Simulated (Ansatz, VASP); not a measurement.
# SnSe in VASP and in Ansatz

The input POSCAR:

```
SnSe
1.0
   -4.2853274191      0.0000000000      0.0000000000
    0.0000000000     -4.2853274191      0.0000000000
    0.0000000000      0.0000000000     11.2406921300
Sn Se
2 2
Direct
    0.5000000000      0.0000000000      0.3639505026
    0.0000000000      0.5000000000      0.6138088741
    0.5000000000      0.0000000000      0.6023383877
    0.0000000000      0.5000000000      0.3754209889
```

The input INCAR.step1:

```
PREC     = Accurate       # precision mode
ENCUT    = 520            # plane-wave cutoff, eV
ISMEAR   = 0              # smearing method
SIGMA    = 0.05           # smearing width, eV
LREAL    = F              # projectors in reciprocal space
LASPH    = T              # aspherical terms in the spheres
NELM     = 60             # most SCF steps
NBANDS   = 28             # bands
GGA      = PE             # functional
ALGO     = Normal         # electronic algorithm
EDIFF    = 1E-4           # SCF threshold, eV
LWAVE    = T              # write WAVECAR
LCHARG   = F              # write CHGCAR
```

INCAR.step2

```
PREC     = Accurate       # precision mode
ENCUT    = 520            # plane-wave cutoff, eV
EDIFF    = 1E-7           # SCF threshold, eV
ISMEAR   = 0              # smearing method
SIGMA    = 0.05           # smearing width, eV
LREAL    = F              # projectors in reciprocal space
LASPH    = T              # aspherical terms in the spheres
NELM     = 60             # most SCF steps
ALGO     = Normal         # electronic algorithm
ISIF     = 2              # what is computed and relaxed
LWAVE    = F              # write WAVECAR
LCHARG   = F              # write CHGCAR
METAGGA  = R2SCAN         # meta-GGA
LMIXTAU  = T            
NBANDS   = 28             # bands
ISTART   = 1
```

The input KPOINTS:

```
regular mesh
0
Gamma
  6 6 3
```

Input for Ansatz:

```yaml
crystal:
  lattice:
    - [-4.2853274191, 0.0, 0.0]
    - [0.0, -4.2853274191, 0.0]
    - [0.0, 0.0, 11.24069213]
  atoms:
    - { symbol: Sn, position: [0.5, 0.0, 0.3639505026] }
    - { symbol: Sn, position: [0.0, 0.5, 0.6138088741] }
    - { symbol: Se, position: [0.5, 0.0, 0.6023383877] }
    - { symbol: Se, position: [0.0, 0.5, 0.3754209889] }
basis:
  ecutwfc: 500
kpoints:
  mp_grid: { grid: [6, 6, 3] }
hamiltonian:
  xc: r2scan
scf:
  occupations: { method: gaussian, width: 0.05 }
output:
  forces: true
  stress: true
  eigenvalues: true
```

Alike in both runs: task single point; functional r2SCAN; k mesh 6 × 6 × 3; occupations gaussian, width 0.05 eV; no spin polarisation.

```csv
,VASP,Ansatz
version,VASP 6.6.1,Ansatz 0.2.0
potentials or method,"VASP PAW PBE potentials, release 64 (Sn_d, Se), cutoff 520 eV","scalar-relativistic, plane waves, PAW"
valence electrons in the cell,40,60
```

|  | VASP | Ansatz | Ansatz less VASP |
| --- | --- | --- | --- |
| gap on the k mesh at the Fermi level (eV) | 1.77 | 1.78 | +0.006 |
| least direct gap on the mesh (eV) | 1.77 | 1.78 | +0.006 |
| rms of the force components (eV/Å) | 0.007 | 0.006 | -0.0010 |

VASP's potentials were made for PBE, not for r2SCAN. Atom by atom the forces differ by 0.008 eV/Å (rms over components). VASP's potentials hold 40 valence electrons a cell and Ansatz's 60, so a difference there can come from the potentials and not from the codes.
